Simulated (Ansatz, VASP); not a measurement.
**Two plane-wave programs on Pt**

```
Pt
1.0
     2.89870    0.00000    0.00000
    -1.44935    2.51035    0.00000
     0.00000    0.00000    4.67233
Pt
2
Direct
  0.66667 0.33333 0.75000
  0.33333 0.66667 0.25000
```

Change from the starting cell: strain +0.050 along x and y, -0.025 along z, atoms carried along.

Alike in both runs: task single point; functional r2SCAN; k mesh 18 × 18 × 10; occupations gaussian, width 0.15 eV; no spin polarisation.

|  | VASP | Ansatz |
| --- | --- | --- |
| version | VASP 6.6.1 | Ansatz 0.2.0 |
| potentials or method | VASP PAW PBE potentials, release 64 (Pt), cutoff 520 eV | scalar-relativistic, plane waves, PAW |
| valence electrons in the cell | 20 | 36 |

VASP gave:

```
gap on the k mesh at the Fermi level (eV)                     : none
pressure (GPa)                                                : -19.6
traceless stress, the component that is largest in VASP (GPa) : 4.79
```

What did Ansatz give for the same quantities?

gap on the k mesh at the Fermi level (eV): none; pressure (GPa): -19.9; traceless stress, the component that is largest in VASP (GPa): 4.81.

VASP's potentials were made for PBE, not for r2SCAN. A gap of «none» marks a metal or a gap that the smearing closes. The functional is the same, so the differences come from potentials, cutoffs and numerics. VASP's potentials hold 20 valence electrons a cell and Ansatz's 36, so a difference there can come from the potentials and not from the codes.

Neither program's run includes spin-orbit coupling.
